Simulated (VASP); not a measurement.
# Yb (Im-3m) in VASP: single point with PBE

Aim: the single point of Yb with PBE.

All numbers are computed with VASP 6.6.1; they aren't measurements. Logs are shortened: lines on timing, memory, paths and dates and some standing lists are left out, and cuts for length are marked.

### 1 The cell of the first run

Symmetry: Im-3m, No. 229, cubic system. The conventional cell has a = 4.116 Å, b = 4.116 Å, c = 4.116 Å, α = 90.00°, β = 90.00°, γ = 90.00°. Yb (site symmetry m-3m) has 14 Yb at 3.56 to 4.12 Å within 4.7 Å.

This isn't the form of Yb at room conditions, which is fcc.

### 2 Single point, PBE

INCAR reads:

```
SYSTEM = Yb
ALGO = Normal
EDIFF = 1E-7
ENCUT = 520
GGA = PE
ISIF = 2
ISMEAR = -1
LASPH = .TRUE.
LCHARG = .FALSE.
LREAL = .FALSE.
LWAVE = .FALSE.
NBANDS = 18
NELM = 60
PREC = Accurate
SIGMA = 0.13605693000000002
```

KPOINTS reads:

```
k-points
0
G
  11 11 11
  0 0 0
```

POSCAR reads:

```
Yb
1.0
   -2.0580685387      2.0580685387      2.0580685387
    2.0580685387     -2.0580685387      2.0580685387
    2.0580685387      2.0580685387     -2.0580685387
Yb
1
Direct
    0.0000000000      0.0000000000      0.0000000000
```

Potentials or basis: VASP PAW PBE potentials, release 64 (Yb).

On the command line:

```sh
cat potpaw_PBE.64/Yb/POTCAR > POTCAR
mpirun -np 1 vasp_std > vasp.out
```

OUTCAR:

```text
SYSTEM = Yb
   EDIFF = 1E-7
   ENCUT = 520
   GGA = PE
   ISIF = 2
   ISMEAR = -1
   LASPH = .TRUE.
   LREAL = .FALSE.
   NELM = 60
   PREC = Accurate

 ion  position               nearest neighbor table
   1  0.000  0.000  0.000-

  LATTYP: Found a body centered cubic cell.
 ALAT       =     4.1161370774

  Lattice vectors:

 A1 = (  -2.0580685387,   2.0580685387,   2.0580685387)
 A2 = (   2.0580685387,  -2.0580685387,   2.0580685387)
 A3 = (   2.0580685387,   2.0580685387,  -2.0580685387)

Analysis of symmetry for initial positions (statically):
=====================================================================
 Subroutine PRICEL returns:
 Original cell was already a primitive cell.

 Routine SETGRP: Setting up the symmetry group for a
 body centered cubic supercell.

 Subroutine GETGRP returns: Found 48 space group operations
 (whereof 48 operations were pure point group operations)
 out of a pool of 48 trial point group operations.

The static configuration has the point symmetry O_h .

Analysis of symmetry for dynamics (positions and initial velocities):
=====================================================================
 Subroutine PRICEL returns:
 Original cell was already a primitive cell.

 Routine SETGRP: Setting up the symmetry group for a
 body centered cubic supercell.

 Subroutine GETGRP returns: Found 48 space group operations
 (whereof 48 operations were pure point group operations)
 out of a pool of 48 trial point group operations.

The dynamic configuration has the point symmetry O_h .

 Subroutine INISYM returns: Found 48 space group operations
 (whereof 48 operations are pure point group operations),
 and found     1 'primitive' translations

----------------------------------------------------------------------------------------

                                     Primitive cell

  volume of cell :      34.8690

  direct lattice vectors                    reciprocal lattice vectors
    -2.058068539  2.058068539  2.058068539     0.000000000  0.242946234  0.242946234
     2.058068539 -2.058068539  2.058068539     0.242946234  0.000000000  0.242946234
[... 67 lines left out ...]
   total plane-waves  NPLWV =  21952
   dimension x,y,z NGX =    28 NGY =   28 NGZ =   28
   dimension x,y,z NGXF=    56 NGYF=   56 NGZF=   56
   ions per type =               1
   NGX,Y,Z   is equivalent  to a cutoff of  13.06, 13.06, 13.06 a.u.
   NGXF,Y,Z  is equivalent  to a cutoff of  26.12, 26.12, 26.12 a.u.
 SYSTEM =  Yb
   PREC   = accura    normal or accurate (medium, high low for compatibility)
   ISTART =      0    job   : 0-new  1-cont  2-samecut
   ICHARG =      2    charge: 1-file 2-atom 10-const
   ISPIN  =      1    spin polarized calculation?
   LNONCOLLINEAR =      F non collinear calculations
   LSORBIT =      F    spin-orbit coupling
   LASPH  =      T    aspherical Exc in radial PAW
   ENCUT  =  520.0 eV  38.22 Ry    6.18 a.u.   6.63  6.63  6.63*2*pi/ulx,y,z
   NELM   =     60;   NELMIN=  2; NELMDL= -5     # of ELM steps
   EDIFF  = 0.1E-06   stopping-criterion for ELM
   LREAL  =      F    real-space projection
   EDIFFG = 0.1E-05   stopping-criterion for IOM
   NSW    =      0    number of steps for IOM
   IBRION =     -1    ionic relax: 0-MD 1-quasi-New 2-CG
   NFREE  =      0    steps in history (QN), initial steepest desc. (CG)
   ISIF   =      2    stress and relaxation
   ISYM   =      2    0-nonsym 1-usesym 2-fastsym
   POTIM  = 0.5000    time-step for ionic-motion
   TEBEG  =    0.0;   TEEND  =   0.0 temperature during run
   PSTRESS=    0.0 pullay stress
   NELECT =      24.0000    total number of electrons
   NUPDOWN=      -1.0000    fix difference up-down
   EMIN   =  10.00;   EMAX   =-10.00  energy-range for DOS
   EFERMI =   0.00;   METHOD = LEGACY
   ISMEAR =    -1;   SIGMA  =   0.14  broadening in eV -4-tet -1-fermi 0-gaus
   EFERMI_NEDOS =   21; number of points for ismear=-14 and -15
   IALGO  =     38    algorithm
   IMIX   =      4    mixing-type and parameters
     AMIX     =   0.40;   BMIX     =  1.00
     AMIX_MAG =   1.60;   BMIX_MAG =  1.00
  volume/ion in A,a.u.               =      34.87       235.31
  Fermi-wavevector in a.u.,A,eV,Ry     =   1.445436  2.731477 28.426436  2.089284
  Thomas-Fermi vector in A             =   2.563618
   LORBIT       =      0    0 simple, 1 ext, 2 COOP (PROOUT), +10 PAW based schemes
   GGA     = PE    functional components
[... 5 lines left out ...]
 non-spin polarized calculation
  energy-cutoff  :      520.00
  volume of cell :       34.87
 maximum number of plane-waves:       959
   NGX = 13   NGY = 13   NGZ = 13

 number of electron      23.9999994 magnetization

 Free energy of the ion-electron system (eV)
  ---------------------------------------------------
  ext. energy  EPLUGINS =         0.00000000
  ---------------------------------------------------
  free energy    TOTEN  =        -3.64640074 eV

  energy without entropy =       -3.48354307  energy(sigma->0) =       -3.56497190

 E-fermi :   1.7084     XC(G=0):  -9.5866

 val. band max:        1.5113334836   @ k =  -0.4545  -0.4545   0.2727
 cond. band min:       1.7383193243   @ k =  -0.4545   0.4545   0.2727
 fundamental gap:      0.2269858407
 Fermi energy:         1.7083866267

 k-point     1 :       0.0000    0.0000    0.0000
  band No.  band energies     occupation
      1     -50.1807      2.00000
      2     -22.3167      2.00000
      3     -22.3167      2.00000
      4     -22.3167      2.00000
      5      -3.5508      2.00000
      6       1.0031      1.98885
[... 481 lines left out ...]
      5       0.8048      1.99739
      6       1.0315      1.98628
[... 10 lines left out ...]
     17       7.6838      0.00000
     18       9.9437      0.00000

 [... further k-points ...]

------------------------ aborting loop because EDIFF is reached ----------------------------------------

  FORCE on cell =-STRESS in cart. coord.  units (eV):
  Direction    XX          YY          ZZ          XY          YZ          ZX
  --------------------------------------------------------------------------------------
  -------------------------------------------------------------------------------------
  Total       -0.0859388     -0.0859388     -0.0859388      0.0000000     -0.0000000     -0.0000000
  in kB       -3.9487572     -3.9487572     -3.9487572      0.0000000     -0.0000000     -0.0000000
  external PRESSURE =      -3.9487572 kB  Pullay stress =       0.0000000 kB

 VOLUME and BASIS-vectors are now :
 -----------------------------------------------------------------------------
  energy-cutoff  :      520.00
  volume of cell :       34.87
      direct lattice vectors                 reciprocal lattice vectors
    -2.058068539  2.058068539  2.058068539     0.000000000  0.242946234  0.242946234
     2.058068539 -2.058068539  2.058068539     0.242946234  0.000000000  0.242946234
     2.058068539  2.058068539 -2.058068539     0.242946234  0.242946234  0.000000000

 POSITION                                       TOTAL-FORCE (eV/Angst)
 -----------------------------------------------------------------------------------
      0.00000      0.00000      0.00000        -0.000000     -0.000000      0.000000
 -----------------------------------------------------------------------------------
    total drift:                                0.000000     -0.000000     -0.000000

  FREE ENERGIE OF THE ION-ELECTRON SYSTEM (eV)
  ---------------------------------------------------
  free  energy   TOTEN  =        -3.6464007408 eV

  energy  without entropy=       -3.4835430656  energy(sigma->0) =       -3.56497190
```

stdout:

```text
POSCAR found type information on POSCAR Yb
 POSCAR found :  1 types and       1 ions
 scaLAPACK will be used
 LDA part: xc-table for (Slater+PW92), standard interpolation
 POSCAR, INCAR and KPOINTS ok, starting setup
 FFT: planning ... GRIDC
 FFT: planning ... GRID_SOFT
 FFT: planning ... GRID
 WAVECAR not read
 entering main loop
```

Wall time 2.1 min (1 thread of Intel Xeon 8259CL, shared host); peak memory 0.19 GiB.

Results:

- Free energy: -3.6464 eV
- Pressure: -0.4 GPa
- Band gap on the k mesh: zero (bands 12 and 13 overlap by 0.73 eV)

Levels at points of the mesh, in eV from the Fermi level:
```csv
k point,band 9,band 10,band 11,band 12,band 13,band 14,band 15,band 16
"(0.00, 0.00, 0.00)",-0.58,-0.58,-0.58,-0.55,2.86,2.86,2.86,4.81
```

Caveat: spin-orbit coupling is left out, which moves the levels of the heavy elements. Spin polarisation is off, so any magnetic state and its effect on volume and gap are missing.
